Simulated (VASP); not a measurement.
Hg, 1 atom in the cell. The structure is cubic, space group Pm-3m (No. 221). Conventional cell: a = 3.151 Å, b = 3.151 Å, c = 3.151 Å, α = 90.00°, β = 90.00°, γ = 90.00°. Hg (site symmetry m-3m) has 6 Hg at 3.15 Å within 4.1 Å. 

| Quantity | Value |
| --- | --- |
| Program | VASP 6.6.1 |
| Task | single point |
| Functional | r2SCAN |
| Potentials or basis | VASP PAW PBE potentials, release 64 (Hg) |
| Cutoff | 520 eV |
| k mesh | 11 × 11 × 11 |
| Occupations | fermi-dirac, width 0.1 eV |
| Spin | no spin polarisation |
| Dipole correction | no |
| Further INCAR settings | ALGO = Normal; EDIFF = 1e-06; NBANDS = 12 |

Potentials or basis: VASP PAW PBE potentials, release 64 (Hg).

Run with:

```console
$ cat potpaw_PBE.64/Hg/POTCAR > POTCAR
$ cp INCAR.step1 INCAR
$ mpirun -np 1 vasp_std > vasp.out
$ cp INCAR.step2 INCAR
$ mpirun -np 1 vasp_std > vasp.out
```

Hardware: 1 thread of AMD EPYC 9R45 96-Core Processor (Zen 5), with other jobs on the host.

Task: How long does it take, and how much memory?

Result: Run time: 24 s on 1 thread of AMD EPYC 9R45 96-Core Processor (Zen 5), with other jobs on the host, peak memory 0.12 GiB. Counts: k points 56.
